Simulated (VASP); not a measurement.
# Hf (Im-3m) in VASP: further runs

Hf is run at these levels: LDA; tasks: single point.

Program: VASP 6.6.1. These are calculated values, not measurements. Logs are shortened: lines on timing, memory, paths and dates and some standing lists are left out, and cuts for length are marked.

## Step 1: The cell of the first run

Symmetry: Im-3m, No. 229, cubic system. Conventional cell: a = 3.424 Å, b = 3.424 Å, c = 3.424 Å, α = 90.00°, β = 90.00°, γ = 90.00°. Hf (site symmetry m-3m) has 14 Hf at 2.97 to 3.42 Å within 3.9 Å.

## Step 2: Single point, LDA

File INCAR:

```
  ALGO = Normal
  EDIFF = 1E-6
  ENCUT = 520
  ISIF = 2
  ISMEAR = -1
  LASPH = T
  LCHARG = F
  LREAL = F
  LWAVE = F
  NBANDS = 11
  NELM = 100
  PREC = Accurate
  SIGMA = 0.05
```

File KPOINTS:

```
k-points
0
Gamma
  10 10 10
```

File POSCAR:

```
Hf
1.0
   -1.7119200770      1.7119200770      1.7119200770
    1.7119200770     -1.7119200770      1.7119200770
    1.7119200770      1.7119200770     -1.7119200770
Hf
1
Direct
    0.0000000000      0.0000000000      0.0000000000
```

Potentials or basis: VASP PAW LDA potentials, release 64 (Hf_pv).

On the command line:

```console
> cat potpaw_LDA.64/Hf_pv/POTCAR > POTCAR
> mpirun -np 1 vasp_std > vasp.out
```

OUTCAR:

```text
EDIFF = 1E-6
   ENCUT = 520
   ISIF = 2
   ISMEAR = -1
   LASPH = T
   LREAL = F
   NELM = 100
   PREC = Accurate

 ion  position               nearest neighbor table
   1  0.000  0.000  0.000-

  LATTYP: Found a body centered cubic cell.
 ALAT       =     3.4238401540

  Lattice vectors:

 A1 = (  -1.7119200770,   1.7119200770,   1.7119200770)
 A2 = (   1.7119200770,  -1.7119200770,   1.7119200770)
 A3 = (   1.7119200770,   1.7119200770,  -1.7119200770)

Analysis of symmetry for initial positions (statically):
=====================================================================
 Subroutine PRICEL returns:
 Original cell was already a primitive cell.

 Routine SETGRP: Setting up the symmetry group for a
 body centered cubic supercell.

 Subroutine GETGRP returns: Found 48 space group operations
[... 9 lines left out ...]

 Routine SETGRP: Setting up the symmetry group for a
 body centered cubic supercell.

 Subroutine GETGRP returns: Found 48 space group operations
[... 11 lines left out ...]
                                     Primitive cell

  volume of cell :      20.0683

  direct lattice vectors                    reciprocal lattice vectors
    -1.711920077  1.711920077  1.711920077     0.000000000  0.292069710  0.292069710
     1.711920077 -1.711920077  1.711920077     0.292069710  0.000000000  0.292069710
     1.711920077  1.711920077 -1.711920077     0.292069710  0.292069710  0.000000000

  length of vectors
     2.965132552  2.965132552  2.965132552     0.413048945  0.413048945  0.413048945

  position of ions in fractional coordinates (direct lattice)
     0.000000000  0.000000000  0.000000000

  ion indices of the primitive-cell ions
   primitive index   ion index
                 1           1

----------------------------------------------------------------------------------------

 KPOINTS: k-points

Automatic generation of k-mesh.
 Grid dimensions read from file:
 generate k-points for:   10   10   10

 Generating k-lattice:

  Cartesian coordinates                     Fractional coordinates (reciprocal lattice)
     0.000000000  0.029206971  0.029206971     0.100000000  0.000000000  0.000000000
     0.029206971  0.000000000  0.029206971     0.000000000  0.100000000  0.000000000
     0.029206971  0.029206971  0.000000000     0.000000000  0.000000000  0.100000000

  Length of vectors
     0.041304894  0.041304894  0.041304894

  Shift w.r.t. Gamma in fractional coordinates (k-lattice)
     0.000000000  0.000000000  0.000000000

 Subroutine IBZKPT returns following result:
 ===========================================
[... 48 lines left out ...]
   EDIFF  = 0.1E-05   stopping-criterion for ELM
   LREAL  =      F    real-space projection
   EDIFFG = 0.1E-04   stopping-criterion for IOM
   NSW    =      0    number of steps for IOM
   IBRION =     -1    ionic relax: 0-MD 1-quasi-New 2-CG
   NFREE  =      0    steps in history (QN), initial steepest desc. (CG)
   ISIF   =      2    stress and relaxation
   ISYM   =      2    0-nonsym 1-usesym 2-fastsym
   POTIM  = 0.5000    time-step for ionic-motion
   TEBEG  =    0.0;   TEEND  =   0.0 temperature during run
   PSTRESS=    0.0 pullay stress
   NELECT =      10.0000    total number of electrons
   NUPDOWN=      -1.0000    fix difference up-down
   EMIN   =  10.00;   EMAX   =-10.00  energy-range for DOS
   EFERMI =   0.00;   METHOD = LEGACY
   ISMEAR =    -1;   SIGMA  =   0.05  broadening in eV -4-tet -1-fermi 0-gaus
   EFERMI_NEDOS =   21; number of points for ismear=-14 and -15
   IALGO  =     38    algorithm
   IMIX   =      4    mixing-type and parameters
     AMIX     =   0.40;   BMIX     =  1.00
     AMIX_MAG =   1.60;   BMIX_MAG =  1.00
  volume/ion in A,a.u.               =      20.07       135.43
  Fermi-wavevector in a.u.,A,eV,Ry     =   1.297890  2.452657 22.919279  1.684519
  Thomas-Fermi vector in A             =   2.429254
   LORBIT       =      0    0 simple, 1 ext, 2 COOP (PROOUT), +10 PAW based schemes
   GGA     = CA    functional components
   LHFCALC =     F    Hartree Fock is set to
   AEXX    =    0.0000 exact exchange contribution
   IVDW    =     0    specifies the selected vdW correction
   LEPSILON=     F    determine dielectric tensor
   LRPA    =     F    only Hartree local field effects (RPA)
 non-spin polarized calculation
  energy-cutoff  :      520.00
  volume of cell :       20.07
 maximum number of plane-waves:       563
 NGX is ok and might be reduce to    24
   NGX = 11   NGY = 11   NGZ = 11

 number of electron      10.0000002 magnetization

 Free energy of the ion-electron system (eV)
  ---------------------------------------------------
  ext. energy  EPLUGINS =         0.00000000
  ---------------------------------------------------
  free energy    TOTEN  =       -10.55307972 eV

  energy without entropy =      -10.53845304  energy(sigma->0) =      -10.54576638

 E-fermi :   5.2810     XC(G=0): -11.9703

 val. band max:        5.2450763593   @ k =   0.2000   0.2000   0.0000
 cond. band min:       5.2951845101   @ k =   0.3000   0.2000   0.1000
 fundamental gap:      0.0501081508
 Fermi energy:         5.2810041775

 k-point     1 :       0.0000    0.0000    0.0000
  band No.  band energies     occupation
      1     -24.0271      2.00000
      2     -24.0271      2.00000
      3     -24.0271      2.00000
      4      -2.0835      2.00000
      5       6.7415      0.00000
      6       6.7415      0.00000
      7       6.7415      0.00000
      8       9.8635      0.00000
      9       9.8635      0.00000
     10      17.9360      0.00000
     11      19.1114      0.00000
[... 309 lines left out ...]
 k-point    24 :      -0.3000    0.3000    0.1000
  band No.  band energies     occupation
      1     -24.8160      2.00000
      2     -24.3211      2.00000
      3     -24.1230      2.00000
      4       1.1065      2.00000
      5       5.3983      0.17476
      6       5.5019      0.02382
      7       8.3972      0.00000
      8      10.1084      0.00000
      9      10.8540      0.00000
     10      17.9166      0.00000
     11      18.4491      0.00000

 [... further k-points ...]
[... 5 lines left out ...]
  --------------------------------------------------------------------------------------
  -------------------------------------------------------------------------------------
  Total        0.2582651      0.2582651      0.2582651      0.0000000      0.0000000      0.0000000
  in kB       20.6189167     20.6189167     20.6189167      0.0000000      0.0000000      0.0000000
  external PRESSURE =      20.6189167 kB  Pullay stress =       0.0000000 kB

 VOLUME and BASIS-vectors are now :
 -----------------------------------------------------------------------------
  energy-cutoff  :      520.00
  volume of cell :       20.07
      direct lattice vectors                 reciprocal lattice vectors
    -1.711920077  1.711920077  1.711920077     0.000000000  0.292069710  0.292069710
     1.711920077 -1.711920077  1.711920077     0.292069710  0.000000000  0.292069710
     1.711920077  1.711920077 -1.711920077     0.292069710  0.292069710  0.000000000

 POSITION                                       TOTAL-FORCE (eV/Angst)
 -----------------------------------------------------------------------------------
      0.00000      0.00000      0.00000        -0.000000      0.000000     -0.000000
 -----------------------------------------------------------------------------------
    total drift:                                0.000000      0.000000      0.000000

  FREE ENERGIE OF THE ION-ELECTRON SYSTEM (eV)
  ---------------------------------------------------
  free  energy   TOTEN  =       -10.5530797225 eV

  energy  without entropy=      -10.5384530362  energy(sigma->0) =      -10.54576638
```

It took 7.3 s on 1 thread of Intel Xeon 8259CL, shared host; peak memory 0.13 GiB.

What came out:

```
Free energy            : -10.5531 eV
Pressure               : 2.1 GPa
Band gap on the k mesh : zero (band 5 reaches 6.74 eV, above the bottom of band 6 at 4.37 eV)
```

Levels at points of the mesh, in eV from the Fermi level:
```tsv
k point	band 2	band 3	band 4	band 5	band 6	band 7	band 8	band 9
(0.00, 0.00, 0.00)	-29.31	-29.31	-7.36	1.46	1.46	1.46	4.58	4.58
(0.50, 0.00, 0.00)	-29.69	-29.32	-3.78	-0.82	1.64	4.47	5.58	8.49
(0.50, 0.50, 0.50)	-30.13	-30.13	-3.14	-3.14	7.51	7.51	7.51	8.19
```

Caveat: spin-orbit coupling is left out, which moves the levels of the heavy elements.

## Step 3: Single point, LDA

This run uses another cell than the first one, of 19.56 Å³/atom, 0.975 times its volume.

File INCAR:

```
ALGO = Normal
EDIFF = 1E-6
ENCUT = 520
ISIF = 2
ISMEAR = -1
LASPH = True
LCHARG = True
LELF = True
LREAL = False
LVHAR = True
LWAVE = False
NBANDS = 11
NELM = 60
PREC = Accurate
SIGMA = 0.05
```

KPOINTS is that of step 2.

File POSCAR:

```
Hf
1.0
   -1.6972846443      1.6972846443      1.6972846443
    1.6972846443     -1.6972846443      1.6972846443
    1.6972846443      1.6972846443     -1.6972846443
Hf
1
Direct
    0.0000000000      0.0000000000      0.0000000000
```

Potentials or basis: VASP PAW LDA potentials, release 64 (Hf_pv).

On the command line:

```console
> cat potpaw_LDA.64/Hf_pv/POTCAR > POTCAR
> mpirun -np 1 vasp_std > vasp.out
```

It took 6.7 s on 1 thread of Intel Xeon 8259CL, shared host; peak memory 0.13 GiB.

The run converged. Its results:

```
Free energy            : -10.5418 eV
Pressure               : 5.0 GPa
Band gap on the k mesh : zero (band 5 reaches 6.95 eV, above the bottom of band 6 at 4.54 eV)
```

Levels at points of the mesh, in eV from the Fermi level:
| k point | band 3 | band 4 | band 5 | band 6 | band 7 | band 8 |
| --- | --- | --- | --- | --- | --- | --- |
| (0.00, 0.00, 0.00) | -29.21 | -7.45 | 1.47 | 1.47 | 1.47 | 4.67 |
| (0.50, 0.00, 0.00) | -29.23 | -3.88 | -0.88 | 1.76 | 4.58 | 5.71 |
| (0.50, 0.50, 0.50) | -30.10 | -3.28 | -3.28 | 7.71 | 7.71 | 7.71 |

Caveat: spin-orbit coupling is left out, which moves the levels of the heavy elements.
